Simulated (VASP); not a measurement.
Input of a VASP 6.6.1 run:

File INCAR:

```
SYSTEM = SnGeO2
  PREC = Accurate
  ENCUT = 520
  EDIFF = 1E-7
  ISMEAR = 0
  SIGMA = 0.02
  LREAL = .False.
  LASPH = .True.
  NELM = 60
  ALGO = Normal
  ISIF = 2
  LWAVE = .False.
  LCHARG = .False.
  GGA = PE
  NBANDS = 28
```

The input KPOINTS:

```
regular mesh
0
Gamma
  8 8 6
  0 0 0
```

POSCAR

```
SnGeO2
1.0
    3.7588674615      0.0000000000      0.0000000000
    0.0000000000      3.7588674615      0.0000000000
    0.0000000000      0.0000000000      4.9237358840
Sn Ge O
1 1 2
Direct
    0.5000000000      0.5000000000      0.2344645411
    0.0000000000      0.0000000000      0.7877594980
    0.0000000000      0.5000000000      0.9888874805
    0.5000000000      0.0000000000      0.9888874805
```

Potentials or basis: VASP PAW PBE potentials, release 64 (Sn_d, Ge_d, O).

Command:

```bash
$ cat potpaw_PBE.64/Sn_d/POTCAR potpaw_PBE.64/Ge_d/POTCAR potpaw_PBE.64/O/POTCAR > POTCAR
$ mpirun -np 1 vasp_std > vasp.out
```

Task: What does it give for the largest force?

Result: 0.078 eV/Å.

Task: What does it give for the pressure?

Result: -0.3 GPa.

Stress tensor (GPa, compression positive):
```
-0.35  0.00  0.00
 0.00 -0.35  0.00
 0.00  0.00 -0.27
```
